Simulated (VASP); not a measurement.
The system is Fe.

```xyz
4
Lattice="3.2210 0.0000 0.0000 -1.6105 2.7894 0.0000 0.0000 0.0000 5.3146" Properties=species:S:1:pos:R:3 pbc="T T T"
Fe    0.0000    1.8596    2.3251
Fe    1.6105    0.9298    4.9824
Fe    1.6105    0.9298    2.9895
Fe    0.0000    1.8596    0.3322
```

This isn't the form of Fe at room conditions, which is bcc.

| Quantity | Value |
| --- | --- |
| Program | VASP 6.6.1 |
| Task | relaxation of cell and atoms |
| Functional | r2SCAN |
| Potentials or basis | VASP PAW PBE potentials, release 64 (Fe_sv) |
| Cutoff | 760 eV |
| k mesh | 6 × 6 × 4 |
| Occupations | gaussian, width 0.1 eV |
| Spin | no spin polarisation |

At the start: pressure 36.3 GPa; volume 11.94 Å³/atom.

Question: How do energy, volume and symmetry change on relaxing?

Answer: Over 37 steps the energy falls by 256.0 meV/atom and the volume is 13.42 Å³/atom (+12.4 %); space group P6_3/mmc (No. 194, to 0.1 Å) before and after.

Step by step:
| step | energy change (eV) | largest force (eV/Å) | pressure (GPa) | volume (Å³) |
| --- | --- | --- | --- | --- |
| 1 | 0.0000 | 0.1030 | 36.30 | 47.75 |
| 2 | 0.5925 | 0.1485 | -25.71 | 68.99 |
| 3 | -0.7471 | 0.1221 | -1.49 | 55.68 |
| 4 | -0.7492 | 0.1230 | -0.25 | 55.30 |
| 5 | -0.7492 | 0.1233 | 0.27 | 55.14 |
| 6 | -0.7500 | 0.0398 | 0.28 | 55.15 |
| 7 | -0.7502 | 0.0074 | 0.27 | 55.15 |
| 8 | -0.7506 | 0.0122 | -0.27 | 55.30 |
| 9 | -0.7506 | 0.0143 | -0.47 | 55.37 |
| 10 | -0.7509 | 0.0201 | -0.53 | 55.38 |
| 11 | -0.7519 | 0.0356 | -0.63 | 55.40 |
| 12 | -0.7544 | 0.0636 | -0.82 | 55.45 |
| 13 | -0.7628 | 0.1336 | -1.20 | 55.53 |
| 14 | -0.7997 | 0.3091 | -2.14 | 55.67 |
| 15 | -0.8916 | 0.6209 | -3.68 | 55.85 |
| 16 | -0.8094 | 1.2903 | -4.57 | 55.73 |
| 17 | -0.9033 | 0.8424 | -4.15 | 55.88 |
| 18 | -0.9034 | 0.8429 | -4.16 | 55.88 |
| 19 | -0.9035 | 0.8442 | -4.18 | 55.88 |
| 20 | -0.9038 | 0.8474 | -4.23 | 55.89 |
| 21 | -0.9041 | 0.8538 | -4.31 | 55.90 |
| 22 | -0.9043 | 0.8675 | -4.47 | 55.92 |
| 23 | -0.9048 | 0.8652 | -4.51 | 55.91 |
| 24 | -0.9063 | 0.8608 | -4.44 | 55.90 |
| 25 | -0.9092 | 0.8507 | -4.39 | 55.86 |
| 26 | -0.9150 | 0.8292 | -4.31 | 55.80 |
| 27 | -0.9261 | 0.7875 | -4.13 | 55.68 |
| 28 | -0.9463 | 0.7040 | -3.75 | 55.42 |
| 29 | -0.9788 | 0.5454 | -2.94 | 54.92 |
| 30 | -1.0086 | 0.1689 | -1.06 | 53.90 |
| 31 | -1.0126 | 0.1538 | -0.93 | 53.86 |
| 32 | -1.0208 | 0.1229 | -0.44 | 53.75 |
| 33 | -1.0191 | 0.0653 | 0.69 | 53.50 |
| 34 | -1.0231 | 0.1036 | -0.01 | 53.65 |
| 35 | -1.0231 | 0.1025 | 0.01 | 53.65 |
| 36 | -1.0236 | 0.0704 | -0.11 | 53.65 |
| 37 | -1.0241 | 0.0153 | -0.43 | 53.68 |

Final structure:
```
Fe
1.0
     3.57123    0.00000    0.00000
    -1.78562    3.09278    0.00000
     0.00000    0.00000    4.86001
Fe
4
Direct
  0.33333 0.66667 0.46200
  0.66667 0.33333 0.96200
  0.66667 0.33333 0.53800
  0.33333 0.66667 0.03800
```

Caveat: the k points lie up to 0.34 Å⁻¹ apart in the final cell, too coarse for converged energies and pressures of a metal; the PAW data sets were made with another functional, which shifts forces and pressure a little; the run has no spin polarisation, though such a crystal can be magnetic.
